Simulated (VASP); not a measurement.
A run of VASP 6.6.1 is set up as follows.

The input INCAR:

```
PREC = Accurate
ENCUT = 520
EDIFF = 1E-6
ISMEAR = -1
SIGMA = 0.02
LREAL = False
LASPH = True
NELM = 150
ALGO = Normal
ISIF = 2
LWAVE = False
LCHARG = False
MAGMOM = 0 0 0 0 0 0 0 0 0 0 0 0
LORBIT = 11
LSORBIT = True
GGA_COMPAT = False
LORBMOM = True
GGA = PE
NBANDS = 50
```

Contents of KPOINTS:

```
regular mesh
0
Gamma
  8 8 8
```

POSCAR

```
Cd2SO
1.0
    1.8020862213      1.0404349650      5.8449877700
   -1.8020862213      1.0404349650      5.8449877700
    0.0000000000     -2.0808699300      5.8449877700
O S Cd
1 1 2
Direct
    1.0000000000      0.0000000000      0.0000000000
    0.5000000000      0.5000000000      0.5000000000
    0.2608257442      0.2608257442      0.2608257442
    0.7391742558      0.7391742558      0.7391742558
```

Potentials or basis: VASP PAW PBE potentials, release 64 (O, S, Cd).

Launch:

```console
$ cat potpaw_PBE.64/O/POTCAR potpaw_PBE.64/S/POTCAR potpaw_PBE.64/Cd/POTCAR > POTCAR
$ mpirun -np 1 vasp_ncl > vasp.out
```

(1) Predict the pressure.

(2) What does it give for the net moment?

(3) Estimate the largest force.

Answers

(1) 3.7 GPa.

(2) 0.00 μB per cell.

(3) 0.107 eV/Å.
